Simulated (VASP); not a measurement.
Runs of VASP 6.6.1 on C. The structure is that of space group I4_1/amd (No. 141), or close to it. The cells are those of the table. 

| cell | gap on the mesh (eV) | pressure (GPa) |
| --- | --- | --- |
| a = 2.680, b = 2.680, c = 2.311 Å, angles 64.5, 64.5, 51.1°, 2 atoms | 0.91 | 3.1 |
| a = 2.457, b = 2.457, c = 2.740 Å, angles 56.1, 56.1, 67.8°, 2 atoms | none | 0.1 |
| a = 2.622, b = 2.622, c = 2.373 Å, angles 63.1, 63.1, 53.8°, 2 atoms | 1.97 | 0.5 |
| a = 2.809, b = 2.809, c = 2.203 Å, angles 66.9, 66.9, 46.2°, 2 atoms | none | (b) |
| a = 2.455, b = 2.455, c = 2.912 Å, angles 53.6, 53.6, 72.7°, 2 atoms | none | (a) |

Alike in all rows: task single point; level r2SCAN; potentials or basis VASP PAW PBE potentials, release 64 (C); no spin polarisation; k mesh 12 × 12 × 12; cutoff (eV) 520; smearing gaussian 0.05 eV.

Problem. Fill in the values left out.

Solution. (a) 0.9; (b) 10.9.

Caveats: the PAW data sets were made with another functional, which shifts forces and pressure a little.

A k mesh can miss the band edges.

A gap of «none» marks levels without a gap at the run's occupations.
